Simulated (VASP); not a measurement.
Set up this calculation in VASP 6.6.1, as the native input.

```yaml
Task: single point
Functional: r2SCAN
Potentials_or_basis: VASP PAW PBE potentials, release 64 (Cr_pv)
Cutoff: 520 eV
k_mesh: 15 × 15 × 15
Occupations: gaussian, width 0.3 eV
Spin: no spin polarisation
Dipole_correction: no
Further_INCAR_settings: ALGO = Normal; EDIFF = 1e-06; NBANDS = 12
```

The system is Cr.

```
Cr
1.0
    -1.41496    1.41496    1.41496
     1.41496   -1.41496    1.41496
     1.41496    1.41496   -1.41496
Cr
1
Direct
  0.00000 0.00000 0.00000
```

The input as run:

POSCAR

```
Cr
1.0
   -1.4149597590      1.4149597590      1.4149597590
    1.4149597590     -1.4149597590      1.4149597590
    1.4149597590      1.4149597590     -1.4149597590
Cr
1
Direct
    0.0000000000      0.0000000000      0.0000000000
```

INCAR.step1

```
SYSTEM = Cr
PREC = Accurate
ENCUT = 520
ISMEAR = 0
SIGMA = 0.3
LREAL = .FALSE.
LASPH = .TRUE.
NELM = 60
NBANDS = 12
GGA = PE
ALGO = Normal
EDIFF = 1E-4
LWAVE = .TRUE.
LCHARG = .FALSE.
```

INCAR.step2

```
SYSTEM = Cr
PREC = Accurate
ENCUT = 520
EDIFF = 1E-6
ISMEAR = 0
SIGMA = 0.3
LREAL = .FALSE.
LASPH = .TRUE.
NELM = 60
ALGO = Normal
ISIF = 2
LWAVE = .FALSE.
LCHARG = .FALSE.
METAGGA = R2SCAN
LMIXTAU = .TRUE.
NBANDS = 12
ISTART = 1
```

KPOINTS

```
regular mesh
0
G
  15 15 15
  0 0 0
```

Potentials or basis: VASP PAW PBE potentials, release 64 (Cr_pv).

Launch:

```console
$ cat potpaw_PBE.64/Cr_pv/POTCAR > POTCAR
$ cp INCAR.step1 INCAR
$ mpirun -np 1 vasp_std > vasp.out
$ cp INCAR.step2 INCAR
$ mpirun -np 1 vasp_std > vasp.out
```

It gave:

```yaml
Pressure: 0.7 GPa
Band_gap_on_the_k_mesh: zero (band 6 reaches 13.62 eV, above the bottom of band 7 at 10.21 eV)
```

Caveat: the PAW data sets were made with another functional, which shifts forces and pressure a little; the run has no spin polarisation, though such a crystal can be magnetic.

Wall time 40 s on 1 thread of Intel Xeon 6975P-C, on a shared host, peak memory 0.13 GiB.
